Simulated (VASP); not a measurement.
CaO:

```
Ca O
1.0
     0.00000    2.39755    2.39755
     2.34432    0.00000    2.39755
     2.34432    2.39755    0.00000
Ca O
1 1
Direct
  0.00000 0.00000 0.00000
  0.50000 0.50000 0.50000
```

This cell differs from its parent crystal: uniaxial x strain -2.2%.

Base run:

```yaml
Program: VASP 6.6.1
Functional: PBE
Potentials_or_basis: VASP PAW PBE potentials, release 64 (Ca_sv, O)
Cutoff: 520 eV
k_mesh: 10 × 10 × 10
Occupations: fermi-dirac, width 0.02 eV
Spin: no spin polarisation
```

Its results: band gap on the k mesh 3.53 eV (least direct gap 3.97 eV); pressure 6.0 GPa.

Task: The run is repeated on the same cell with these changes: functional from PBE to r2SCAN; occupations from fermi-dirac, width 0.02 eV to gaussian, width 0.01 eV. What comes out?

Result: Band gap on the k mesh 4.08 eV (least direct gap 4.52 eV); pressure 4.1 GPa.

Caveats: the cell stands under pressure; the PAW data sets were made with another functional, which shifts forces and pressure a little (at least some runs).

A k mesh can miss the band edges.
